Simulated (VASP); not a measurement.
The system is Cd.

```
Cd
1.0
     2.88186    0.00000    0.00000
    -1.44093    2.49577    0.00000
     0.00000    0.00000    5.63837
Cd
2
Direct
  0.33333 0.66667 0.25000
  0.66667 0.33333 0.75000
```

Base run:

- Program: VASP 6.6.1
- Functional: LDA
- Potentials or basis: VASP PAW LDA potentials, release 64 (Cd_sv_GW)
- Cutoff: 630 eV
- k mesh: 13 × 13 × 6
- Occupations: gaussian, width 1 eV
- Spin: no spin polarisation

Its results: band gap on the k mesh zero (bands 20 and 21 overlap by 4.68 eV); pressure 0.7 GPa.

The run is repeated on the same cell with these changes: occupations from gaussian, width 1 eV to gaussian, width 0.2 eV. What comes out?

Band gap on the k mesh zero (bands 20 and 21 overlap by 4.68 eV); pressure 0.0 GPa.

Caveats: so wide a smearing shifts energies and pressures (at least some runs).
